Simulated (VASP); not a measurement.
Pd, 2 atoms in the cell. Symmetry: Fd-3m, No. 227, cubic system. Conventional cell: a = 5.685 Å, b = 5.685 Å, c = 5.685 Å, α = 90.00°, β = 90.00°, γ = 90.00°. Pd (site symmetry -43m) has 4 Pd at 2.46 Å within 3.3 Å. 

| Property | Result |
| --- | --- |
| Program | VASP 6.6.1 |
| Task | single point |
| Functional | PBEsol |
| Potentials or basis | VASP PAW PBE potentials, release 64 (Pd) |
| Cutoff | 520 eV |
| k mesh | 12 × 12 × 12 |
| Occupations | fermi-dirac, width 0.05 eV |
| Spin | no spin polarisation |
| Dipole correction | no |
| Further INCAR settings | ALGO = Normal; EDIFF = 1e-06; NBANDS = 17 |

Potentials or basis: VASP PAW PBE potentials, release 64 (Pd).

Command:

```sh
$ cat potpaw_PBE.64/Pd/POTCAR > POTCAR
$ mpirun -np 1 vasp_std > vasp.out
```

Hardware: 1 thread of Intel Xeon 6975P-C, with other jobs on the host.

Task: How long does it take, and how much memory?

Result: It took 31 s on 1 thread of Intel Xeon 6975P-C, on a shared host, peak memory 0.2 GiB. Counts: scf iterations 11, k points 72.
